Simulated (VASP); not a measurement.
# Al (Fm-3m) in VASP: a series of runs

The runs below take Al through single point, relaxation of volume and atoms at fixed shape, with PBEsol.

Program: VASP 6.6.1. These are calculated values, not measurements. Logs are shortened: lines on timing, memory, paths and dates and some standing lists are left out, and cuts for length are marked.

## (1) The cell of the first run

It takes space group Fm-3m (No. 225, cubic). Conventional cell: a = 4.017 Å, b = 4.017 Å, c = 4.017 Å, α = 90.00°, β = 90.00°, γ = 90.00°. Al (site symmetry m-3m) has 12 Al at 2.84 Å within 3.7 Å.

## (2) Single point, PBEsol

Contents of INCAR:

```
ALGO     = Normal         # electronic algorithm
EDIFF    = 1E-6           # SCF threshold, eV
ENCUT    = 520            # plane-wave cutoff, eV
GGA      = PS             # functional
ISIF     = 2              # what is computed and relaxed
ISMEAR   = 1              # smearing method
LASPH    = T              # aspherical terms in the spheres
LCHARG   = T              # write CHGCAR
LELF     = T              # ELF
LREAL    = F              # projectors in reciprocal space
LVHAR    = T            
LWAVE    = F              # write WAVECAR
NBANDS   = 8              # bands
NELM     = 80             # most SCF steps
PREC     = Accurate       # precision mode
SIGMA    = 0.1            # smearing width, eV
```

Contents of KPOINTS:

```
k-points
0
Gamma
  11 11 11
```

Contents of POSCAR:

```
Al
1.0
    0.0000000000      2.0084475976      2.0084475976
    2.0084475976      0.0000000000      2.0084475976
    2.0084475976      2.0084475976      0.0000000000
Al
1
Direct
    0.0000000000      0.0000000000      0.0000000000
```

Potentials or basis: VASP PAW PBE potentials, release 64 (Al).

The run is started by

```sh
> cat potpaw_PBE.64/Al/POTCAR > POTCAR
> mpirun -np 1 vasp_std > vasp.out
```

OUTCAR:

```text
EDIFF = 1E-6
   ENCUT = 520
   GGA = PS
   ISIF = 2
   ISMEAR = 1
   LASPH = T
   LREAL = F
   NELM = 80
   PREC = Accurate

 ion  position               nearest neighbor table
   1  0.000  0.000  0.000-

  LATTYP: Found a face centered cubic cell.
 ALAT       =     4.0168951952

  Lattice vectors:

 A1 = (   0.0000000000,   2.0084475976,   2.0084475976)
 A2 = (   2.0084475976,   0.0000000000,   2.0084475976)
 A3 = (   2.0084475976,   2.0084475976,   0.0000000000)

Analysis of symmetry for initial positions (statically):
=====================================================================
 Subroutine PRICEL returns:
 Original cell was already a primitive cell.

 Routine SETGRP: Setting up the symmetry group for a
 face centered cubic supercell.

 Subroutine GETGRP returns: Found 48 space group operations
 (whereof 48 operations were pure point group operations)
 out of a pool of 48 trial point group operations.

The static configuration has the point symmetry O_h .

Analysis of symmetry for dynamics (positions and initial velocities):
=====================================================================
 Subroutine PRICEL returns:
 Original cell was already a primitive cell.

 Routine SETGRP: Setting up the symmetry group for a
 face centered cubic supercell.

 Subroutine GETGRP returns: Found 48 space group operations
 (whereof 48 operations were pure point group operations)
 out of a pool of 48 trial point group operations.

The dynamic configuration has the point symmetry O_h .

 Subroutine INISYM returns: Found 48 space group operations
 (whereof 48 operations are pure point group operations),
 and found     1 'primitive' translations

----------------------------------------------------------------------------------------

                                     Primitive cell

  volume of cell :      16.2036

  direct lattice vectors                    reciprocal lattice vectors
     0.000000000  2.008447598  2.008447598    -0.248948492  0.248948492  0.248948492
     2.008447598  0.000000000  2.008447598     0.248948492 -0.248948492  0.248948492
     2.008447598  2.008447598  0.000000000     0.248948492  0.248948492 -0.248948492

  length of vectors
     2.840373832  2.840373832  2.840373832     0.431191436  0.431191436  0.431191436

  position of ions in fractional coordinates (direct lattice)
     0.000000000  0.000000000  0.000000000

  ion indices of the primitive-cell ions
   primitive index   ion index
                 1           1

[... 71 lines left out ...]
   EDIFF  = 0.1E-05   stopping-criterion for ELM
   LREAL  =      F    real-space projection
   EDIFFG = 0.1E-04   stopping-criterion for IOM
   NSW    =      0    number of steps for IOM
   IBRION =     -1    ionic relax: 0-MD 1-quasi-New 2-CG
   NFREE  =      0    steps in history (QN), initial steepest desc. (CG)
   ISIF   =      2    stress and relaxation
   ISYM   =      2    0-nonsym 1-usesym 2-fastsym
   POTIM  = 0.5000    time-step for ionic-motion
   TEBEG  =    0.0;   TEEND  =   0.0 temperature during run
   PSTRESS=    0.0 pullay stress
   NELECT =       3.0000    total number of electrons
   NUPDOWN=      -1.0000    fix difference up-down
   EMIN   =  10.00;   EMAX   =-10.00  energy-range for DOS
   EFERMI =   0.00;   METHOD = LEGACY
   ISMEAR =     1;   SIGMA  =   0.10  broadening in eV -4-tet -1-fermi 0-gaus
   EFERMI_NEDOS =   21; number of points for ismear=-14 and -15
   IALGO  =     38    algorithm
   IMIX   =      4    mixing-type and parameters
     AMIX     =   0.40;   BMIX     =  1.00
     AMIX_MAG =   1.60;   BMIX_MAG =  1.00
  volume/ion in A,a.u.               =      16.20       109.35
  Fermi-wavevector in a.u.,A,eV,Ry     =   0.933064  1.763235 11.845346  0.870608
  Thomas-Fermi vector in A             =   2.059727
   LORBIT       =      0    0 simple, 1 ext, 2 COOP (PROOUT), +10 PAW based schemes
   GGA     = PS    functional components
   LHFCALC =     F    Hartree Fock is set to
   AEXX    =    0.0000 exact exchange contribution
   IVDW    =     0    specifies the selected vdW correction
   LEPSILON=     F    determine dielectric tensor
   LRPA    =     F    only Hartree local field effects (RPA)
 non-spin polarized calculation
 Methfessel and Paxton  Order N= 1 SIGMA  =   0.10
  energy-cutoff  :      520.00
  volume of cell :       16.20
 maximum number of plane-waves:       448
 NGX is ok and might be reduce to    24
   NGX = 11   NGY = 11   NGZ = 11

 number of electron       3.0000000 magnetization

 Free energy of the ion-electron system (eV)
  ---------------------------------------------------
  ext. energy  EPLUGINS =         0.00000000
  ---------------------------------------------------
  free energy    TOTEN  =        -4.09966258 eV

  energy without entropy =       -4.09846395  energy(sigma->0) =       -4.09926303

 E-fermi :   8.1463     XC(G=0): -10.3232

 val. band max:        8.1219136072   @ k =  -0.4545   0.3636   0.0000
 cond. band min:       8.1703798426   @ k =   0.4545   0.1818   0.0909
 fundamental gap:      0.0484662354
 Fermi energy:         8.1463062460

 k-point     1 :       0.0000    0.0000    0.0000
  band No.  band energies     occupation
      1      -3.1159      2.00000
      2      20.8349      0.00000
      3      20.8349      0.00000
      4      20.8349      0.00000
      5      22.4648      0.00000
      6      22.4648      0.00000
      7      22.4648      0.00000
      8      24.7551      0.00000
[... 243 lines left out ...]
 k-point    24 :      -0.1818    0.1818    0.0000
  band No.  band energies     occupation
      1      -0.7114      2.00000
      2      11.9860      0.00000
      3      13.4926      0.00000
      4      20.1381      0.00000
      5      22.1783      0.00000
      6      23.1814      0.00000
      7      24.3958      0.00000
      8      25.3510      0.00000

 [... further k-points ...]
[... 5 lines left out ...]
  --------------------------------------------------------------------------------------
  -------------------------------------------------------------------------------------
  Total        0.0039182      0.0039182      0.0039182     -0.0000000      0.0000000     -0.0000000
  in kB        0.3874207      0.3874207      0.3874207     -0.0000000      0.0000000     -0.0000000
  external PRESSURE =       0.3874207 kB  Pullay stress =       0.0000000 kB

 VOLUME and BASIS-vectors are now :
 -----------------------------------------------------------------------------
  energy-cutoff  :      520.00
  volume of cell :       16.20
      direct lattice vectors                 reciprocal lattice vectors
     0.000000000  2.008447598  2.008447598    -0.248948492  0.248948492  0.248948492
     2.008447598  0.000000000  2.008447598     0.248948492 -0.248948492  0.248948492
     2.008447598  2.008447598  0.000000000     0.248948492  0.248948492 -0.248948492

 POSITION                                       TOTAL-FORCE (eV/Angst)
 -----------------------------------------------------------------------------------
      0.00000      0.00000      0.00000         0.000000      0.000000      0.000000
 -----------------------------------------------------------------------------------
    total drift:                                0.000000     -0.000000     -0.000000

  FREE ENERGIE OF THE ION-ELECTRON SYSTEM (eV)
  ---------------------------------------------------
  free  energy   TOTEN  =        -4.0996625779 eV

  energy  without entropy=       -4.0984639471  energy(sigma->0) =       -4.09926303
```

Run time: 2.5 s. Hardware: 1 thread of Intel Xeon 6975P-C (Granite Rapids), shared host; peak memory 0.13 GiB.

What came out:

| Quantity | Value |
| --- | --- |
| Free energy | -4.0997 eV |
| Pressure | 0.0 GPa |

Levels at points of the mesh, in eV from the Fermi level:
```csv
k point,band 1,band 2,band 3,band 4,band 5,band 6
"(0.00, 0.00, 0.00)",-11.26,12.69,12.69,12.69,14.32,14.32
```

Caveat: the PAW data sets were made with another functional, which shifts forces and pressure a little.

## (3) Relaxation of volume and atoms at fixed shape, PBEsol

This run uses another cell than the first one, of 16.60 Å³/atom, 1.025 times its volume.

Contents of INCAR:

```
PREC = Accurate
ENCUT = 600
EDIFF = 1E-6
ISMEAR = 1
SIGMA = 0.1
LREAL = F
LASPH = T
NELM = 100
ALGO = Normal
ISIF = 8
LWAVE = F
LCHARG = F
GGA = PS
IBRION = 2
NSW = 80
EDIFFG = -0.01
```

Contents of KPOINTS:

```
regular mesh
0
Gamma
  11 11 11
```

Contents of POSCAR:

```
Al
1.0
    0.0000000000      2.0248050000      2.0248050000
    2.0248050000      0.0000000000      2.0248050000
    2.0248050000      2.0248050000      0.0000000000
Al
1
Direct
    0.0000000000      0.0000000000      0.0000000000
```

Potentials or basis: VASP PAW PBE potentials, release 64 (Al).

The run is started by

```sh
> cat potpaw_PBE.64/Al/POTCAR > POTCAR
> mpirun -np 1 vasp_std > vasp.out
```

It took 3 s on 1 thread of Intel Xeon 6975P-C (Granite Rapids), shared host; peak memory 0.14 GiB.

Results (log left out):

* Free energy: -4.0998 eV
* Relaxed volume: 16.21 Å³/atom
* Relaxed cell: a = 2.841 Å, b = 2.841 Å, c = 2.841 Å, α = 60.00°, β = 60.00°, γ = 60.00°
* Space group after relaxing (to 0.05 Å): Fm-3m (No. 225)
* Energy gained by relaxing: 2.4 meV/atom
* Ionic steps: 3
* Pressure after relaxing: 0.0 GPa

The path:
```tsv
step	energy change (eV)	largest force (eV/Å)	pressure (GPa)	volume (Å³)
1	0.0000	0.0000	-1.89	16.60
2	-0.0023	0.0000	0.39	16.14
3	-0.0024	0.0000	0.00	16.21
```

Final structure:
```
Al
1.0
     0.00000    2.00876    2.00876
     2.00876    0.00000    2.00876
     2.00876    2.00876    0.00000
Al
1
Cartesian
  0.0000 0.0000 0.0000
```

Levels at points of the mesh, in eV from the Fermi level:
| k point | band 1 | band 2 | band 3 | band 4 | band 5 |
| --- | --- | --- | --- | --- | --- |
| (0.00, 0.00, 0.00) | -11.26 | 12.69 | 12.69 | 12.69 | 14.31 |

Caveat: the PAW data sets were made with another functional, which shifts forces and pressure a little.
